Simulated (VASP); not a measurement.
Input of a VASP 6.6.1 run:

Contents of INCAR:

```
SYSTEM = Tl
ALGO = Normal
EDIFF = 1E-7
ENCUT = 520
GGA = PE
ISIF = 2
ISMEAR = 0
LASPH = .TRUE.
LCHARG = .TRUE.
LELF = .TRUE.
LREAL = .FALSE.
LVHAR = .TRUE.
LWAVE = .FALSE.
NBANDS = 12
NELM = 60
PREC = Accurate
SIGMA = 0.05
```

Contents of KPOINTS:

```
k-points
0
G
  8 8 8
  0 0 0
```

The input POSCAR:

```
Tl
1.0
    0.0000000000      2.4451282827      2.4451282827
    2.4451282827      0.0000000000      2.4451282827
    2.4451282827      2.4451282827      0.0000000000
Tl
1
Direct
    0.0000000000      0.0000000000      0.0000000000
```

Potentials or basis: VASP PAW PBE potentials, release 64 (Tl_d).

The run is started by

```console
$ cat potpaw_PBE.64/Tl_d/POTCAR > POTCAR
$ mpirun -np 1 vasp_std > vasp.out
```

Question: Estimate the pressure.

Answer: 2.1 GPa.
